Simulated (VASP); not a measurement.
# GdSeO: relaxation of cell and atoms with PBE+U

Crystal: GdSeO.

```
Gd Se O
1.0
     3.95442    0.00000    0.00000
     0.00000    3.95442    0.00000
     0.00000    0.00000    6.90941
Gd Se O
2 2 2
Direct
  0.25000 0.25000 0.18955
  0.75000 0.75000 0.81045
  0.25000 0.25000 0.63670
  0.75000 0.75000 0.36330
  0.75000 0.25000 0.00000
  0.25000 0.75000 0.00000
```

```json
{
 "Program": "VASP 6.6.1",
 "Task": "relaxation of cell and atoms",
 "Functional": "PBE",
 "Potentials or basis": "VASP PAW PBE potentials, release 64 (Gd, Se, O)",
 "Cutoff": "600 eV",
 "k mesh": "5 × 5 × 3",
 "Occupations": "fermi-dirac, width 0.1 eV",
 "Spin": "collinear spin, ferromagnetic start",
 "Starting moments": "[6.9, 6.9, 0.0, 0.0, 0.0, 0.0] μB",
 "Hubbard terms": "Gd f U = 7.02 eV, J = 0.41 eV",
 "Dipole correction": "no",
 "LDAUTYPE": "1",
 "Hund's J": "0.41",
 "Further INCAR settings": "ALGO = Normal; EDIFF = 1e-07; IBRION = 2; EDIFFG = -0.01; NSW = 60; ISIF = 3"
}
```

| Quantity | Value |
| --- | --- |
| Relaxed volume | 19.73 Å³/atom |
| Relaxed cell | a = 4.126 Å, b = 4.126 Å, c = 6.951 Å, α = 90.00°, β = 90.00°, γ = 90.00° |
| Space group after relaxing (to 0.05 Å) | P4/nmm (No. 129) |
| Energy gained by relaxing | 171.8 meV/atom |
| Ionic steps | 27 |
| Pressure after relaxing | 0.0 GPa |
| Largest force after relaxing | 0.007 eV/Å |
| Band gap on the k mesh | zero (filled and empty bands overlap) |
| Net moment | 14.02 μB per cell |
| Site moments | Gd +6.85; Se -0.01; O -0.04 μB |
| Valence electrons inside the program's atomic spheres | Gd 15.15; Se 3.77; O 5.04 |

Forces on the atoms (eV/Å):
```
Gd   0.000  0.000  0.007
Gd   0.000  0.000 -0.007
Se   0.000  0.000 -0.006
Se   0.000  0.000  0.006
O    0.000  0.000  0.000
O    0.000  0.000  0.000
```

The path:
| step | energy change (eV) | largest force (eV/Å) | pressure (GPa) | volume (Å³) |
| --- | --- | --- | --- | --- |
| 1 | 0.0000 | 2.1190 | 0.57 | 108.05 |
| 2 | -0.3602 | 0.9281 | 1.58 | 109.05 |
| 3 | -0.4711 | 0.9049 | 3.13 | 109.95 |
| 4 | -0.5763 | 0.7491 | -2.48 | 117.32 |
| 5 | -0.5773 | 0.7625 | -2.00 | 116.58 |
| 6 | -0.6929 | 0.7039 | -1.39 | 116.11 |
| 7 | -0.8557 | 1.1831 | 2.02 | 114.66 |
| 8 | -0.9017 | 0.9732 | 1.68 | 115.31 |
| 9 | -0.9661 | 0.2263 | 1.30 | 117.27 |
| 10 | -0.9670 | 0.2801 | 1.32 | 116.99 |
| 11 | -0.9926 | 0.1160 | 0.40 | 117.77 |
| 12 | -1.0114 | 0.1700 | -1.08 | 119.17 |
| 13 | -1.0228 | 0.1524 | -0.51 | 118.43 |
| 14 | -1.0278 | 0.1380 | 0.32 | 117.47 |
| 15 | -1.0292 | 0.0838 | 0.20 | 117.69 |
| 16 | -1.0298 | 0.0598 | -0.05 | 118.17 |
| 17 | -1.0299 | 0.0423 | 0.04 | 118.03 |
| 18 | -1.0299 | 0.0403 | -0.01 | 118.01 |
| 19 | -1.0298 | 0.0407 | 0.13 | 117.85 |
| 20 | -1.0300 | 0.0363 | 0.06 | 117.98 |
| 21 | -1.0300 | 0.0385 | 0.04 | 118.00 |
| 22 | -1.0301 | 0.0342 | 0.01 | 118.05 |
| 23 | -1.0304 | 0.0269 | -0.05 | 118.22 |
| 24 | -1.0304 | 0.0579 | -0.19 | 118.55 |
| 25 | -1.0304 | 0.0382 | -0.04 | 118.35 |
| 26 | -1.0305 | 0.0196 | -0.03 | 118.35 |
| 27 | -1.0306 | 0.0070 | 0.02 | 118.35 |

Final structure:
```xyz
6
Lattice="4.1262 0.0000 0.0000 0.0000 4.1262 0.0000 0.0000 0.0000 6.9513" Properties=species:S:1:pos:R:3 pbc="T T T"
Gd    1.0316    1.0316    1.0519
Gd    3.0947    3.0947    5.8994
Se    1.0316    1.0316    3.8826
Se    3.0947    3.0947    3.0687
O     3.0947    1.0316    0.0000
O     1.0316    3.0947    0.0000
```

Levels at points of the mesh, in eV from the Fermi level:
Spin up:
```
           k point  band 34  band 35  band 36  band 37  band 38  band 39  band 40  band 41
(0.00, 0.00, 0.00)    -3.29    -3.29    -2.19     0.80     0.80     2.12     2.48     2.48
```
Spin down:
```
           k point  band 19  band 20  band 21  band 22  band 23  band 24  band 25  band 26  band 27  band 28
(0.00, 0.00, 0.00)    -3.42    -3.42    -3.33    -2.23     0.79     0.79     2.40     2.75     2.77     3.53
```

Eigenvalues of the final occupation matrices:
```
    site  spin  trace                         eigenvalues
site 1 f     1   6.95  0.99 0.99 0.99 0.99 0.99 0.99 1.00
site 1 f     2   0.05  0.00 0.00 0.00 0.01 0.01 0.01 0.01
site 2 f     1   6.95  0.99 0.99 0.99 0.99 0.99 0.99 1.00
site 2 f     2   0.05  0.00 0.00 0.00 0.01 0.01 0.01 0.01
```

Wall time 53 min on 1 thread of AMD EPYC 9R45 96-Core Processor (Zen 5) (shared host), peak memory 0.35 GiB.

Caveat: spin-orbit coupling is left out, which moves the levels of the heavy elements. The state reached can hang on the start; a lower one may exist.
